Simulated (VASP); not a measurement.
Set up this calculation in VASP 6.6.1, as the native input.

```
Task                   : single point
Functional             : PBEsol
Potentials or basis    : VASP PAW PBE potentials, release 64 (Bi_d)
Cutoff                 : 520 eV
k mesh                 : 6 × 6 × 4
Occupations            : fermi-dirac, width 0.05 eV
Spin                   : no spin polarisation
Dipole correction      : no
Further INCAR settings : ALGO = Fast; EDIFF = 1e-07; NBANDS = 38
```

The structure of Bi lies in POSCAR:

```
Bi
1.0
    4.7497767948      0.0000000000      0.0000000000
    0.0000000000      4.6151638354      0.0000000000
   -0.3527589723      0.0000000000      6.6396657483
Bi
4
Direct
    0.2513749200      0.2500000000      0.7487333800
    0.7486250800      0.7500000000      0.2512666200
    0.2498876900      0.2500000000      0.2488803300
    0.7501123100      0.7500000000      0.7511196700
```

The input as run:

INCAR

```
SYSTEM = Bi
ALGO = Fast
EDIFF = 1E-7
ENCUT = 520
GGA = PS
ISIF = 2
ISMEAR = -1
LASPH = .True.
LCHARG = .True.
LELF = .True.
LREAL = .False.
LVHAR = .True.
LWAVE = .False.
NBANDS = 38
NELM = 80
PREC = Accurate
SIGMA = 0.05
```

KPOINTS

```
k-points
0
Gamma
  6 6 4
  0 0 0
```

Potentials or basis: VASP PAW PBE potentials, release 64 (Bi_d).

Run with:

```sh
$ cat potpaw_PBE.64/Bi_d/POTCAR > POTCAR
$ mpirun -np 1 vasp_std > vasp.out
```

It gave:

```json
{"Pressure": "-3.8 GPa", "Largest force": "0.009 eV/Å", "Band gap on the k mesh": "zero (band 30 reaches 5.87 eV, above the bottom of band 31 at 5.57 eV)"}
```

Caveat: the PAW data sets were made with another functional, which shifts forces and pressure a little; spin-orbit coupling is left out, which moves the levels of the heavy elements.

Run time: 7.9 min on 1 thread of AMD EPYC 7R13 (shared host), peak memory 0.34 GiB.
